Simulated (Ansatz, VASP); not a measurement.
# Two plane-wave programs on Zn4S

Contents of INCAR:

```
  ALGO = Normal
  EDIFF = 1E-6
  EDIFFG = -0.01
  ENCUT = 600
  GGA = PE
  IBRION = 2
  ISIF = 3
  ISMEAR = 0
  LASPH = T
  LCHARG = F
  LREAL = F
  LWAVE = F
  NELM = 80
  NSW = 100
  PREC = Accurate
  SIGMA = 0.1
```

KPOINTS

```
k-points
0
Gamma
  8 8 8
```

Contents of POSCAR:

```
Zn4S
1.0
    4.5114485718      0.0000000000      0.0000000000
    0.0000000000      4.5114485718      0.0000000000
    0.0000000000      0.0000000000      4.5114485718
Zn S
4 1
Direct
    0.2975641048      0.2975641048      0.2975641048
    0.7024358952      0.7024358952      0.2975641048
    0.7024358952      0.2975641048      0.7024358952
    0.2975641048      0.7024358952      0.7024358952
    0.0000000000      0.0000000000      0.0000000000
```

Input for Ansatz:

```yaml
crystal:
  lattice:
    - [4.5114485718, 0.0, 0.0]
    - [0.0, 4.5114485718, 0.0]
    - [0.0, 0.0, 4.5114485718]
  atoms:
    - { symbol: Zn, position: [0.2975641048, 0.2975641048, 0.2975641048] }
    - { symbol: Zn, position: [0.7024358952, 0.7024358952, 0.2975641048] }
    - { symbol: Zn, position: [0.7024358952, 0.2975641048, 0.7024358952] }
    - { symbol: Zn, position: [0.2975641048, 0.7024358952, 0.7024358952] }
    - { symbol: S, position: [0.0, 0.0, 0.0] }
basis:
  ecutwfc: 420
kpoints:
  mp_grid: { grid: [8, 8, 8] }
hamiltonian:
  xc: pbe
scf:
  occupations: { method: gaussian, width: 0.1 }
output:
  forces: true
  stress: true
  eigenvalues: true
  write_density: true
  write_potential: true
  elf: true
  volumetric_format: npy
relax:
  adjacent_minimum: "off"
  f_tol: 0.01
  max_steps: 80
  cell: { stress_tol: 0.05 }
```

Alike in both runs: task relaxation of cell and atoms; functional PBE; k mesh 8 × 8 × 8; occupations gaussian, width 0.1 eV; no spin polarisation.

|  | VASP | Ansatz |
| --- | --- | --- |
| version | VASP 6.6.1 | Ansatz 0.2.0 |
| potentials or method | VASP PAW PBE potentials, release 64 (Zn, S), cutoff 600 eV | scalar-relativistic, plane waves, PAW |
| valence electrons in the cell | 54 | 54 |

```csv
,VASP,Ansatz,Ansatz less VASP
"gap on the k mesh at the Fermi level, each at its own relaxed structure (eV)",none,none,-
relaxed volume (Å³/atom),18.22,18.16,-0.060
relaxed cell length with the largest relative difference (Å),4.500,4.495,-0.0049
```

A gap of «none» marks a metal or a gap that the smearing closes.
